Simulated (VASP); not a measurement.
Input of a VASP 6.6.1 run:

The input INCAR:

```
SYSTEM = SnSe2
  PREC = Accurate
  ENCUT = 520
  EDIFF = 1E-6
  ISMEAR = 0
  SIGMA = 0.02
  LREAL = .FALSE.
  LASPH = .TRUE.
  NELM = 100
  ALGO = Normal
  ISIF = 2
  LWAVE = .FALSE.
  LCHARG = .FALSE.
  GGA = PE
  NBANDS = 20
```

File KPOINTS:

```
Automatic mesh
0
G
  12 12 4
  0 0 0
```

Contents of POSCAR:

```
SnSe2
1.0
    3.7168054208      0.0000000000      0.0000000000
   -1.8584027104      3.2188479154      0.0000000000
    0.0000000000      0.0000000000      7.3007104801
Sn Se
1 2
Direct
    0.0000000000      0.0000000000      0.0000000000
    0.6666666667      0.3333333333      0.7748995539
    0.3333333333      0.6666666667      0.2251004461
```

Potentials or basis: VASP PAW PBE potentials, release 64 (Sn_d, Se).

The run is started by

```console
$ cat potpaw_PBE.64/Sn_d/POTCAR potpaw_PBE.64/Se/POTCAR > POTCAR
$ mpirun -np 1 vasp_std > vasp.out
```

Task: Predict the band gap on the k mesh.

Result: 0.46 eV, indirect (least direct gap 0.99 eV).

Task: Estimate the pressure.

Result: 3.3 GPa.

Stress tensor (GPa, compression positive):
```
4.91 0.00 0.00
0.00 4.91 0.00
0.00 0.00 0.10
```

Caveat: the cell differs from its parent crystal (biaxial strain in the a-b plane: -4.0 %, then relaxed in part); spin-orbit coupling is left out, which moves the levels of the heavy elements; this functional lacks dispersion, which binds the layers, so the pressure and a relaxed spacing across them are unreliable. A k mesh can miss the band edges.
